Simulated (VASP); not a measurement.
Rh, 2 atoms in the cell. The structure is hexagonal, space group P6_3/mmc (No. 194). The conventional cell has a = 2.804 Å, b = 2.804 Å, c = 4.513 Å, α = 90.00°, β = 90.00°, γ = 120.00°. Within 3.7 Å of Rh (site symmetry -6m2) lie 12 Rh at 2.78 to 2.80 Å. This isn't the form of Rh at room conditions, which is fcc.

| Property | Result |
| --- | --- |
| Program | VASP 6.6.1 |
| Task | single point |
| Functional | PBE |
| Potentials or basis | VASP PAW PBE potentials, release 64 (Rh_pv) |
| Cutoff | 520 eV |
| k mesh | 21 × 21 × 12 |
| Occupations | gaussian, width 0.15 eV |
| Spin | no spin polarisation |
| Dipole correction | no |
| Further INCAR settings | ALGO = Fast; EDIFF = 1e-06; NBANDS = 22 |

Potentials or basis: VASP PAW PBE potentials, release 64 (Rh_pv).

Command:

```console
$ cat potpaw_PBE.64/Rh_pv/POTCAR > POTCAR
$ mpirun -np 1 vasp_std > vasp.out
```

Hardware: 1 thread of Intel Xeon 8259CL, on a shared host.

**Question.** How long does it take, and how much memory?

**Answer.** It took 3.8 min on 1 thread of Intel Xeon 8259CL, on a shared host, peak memory 0.29 GiB. Counts: scf iterations 12, k points 336.
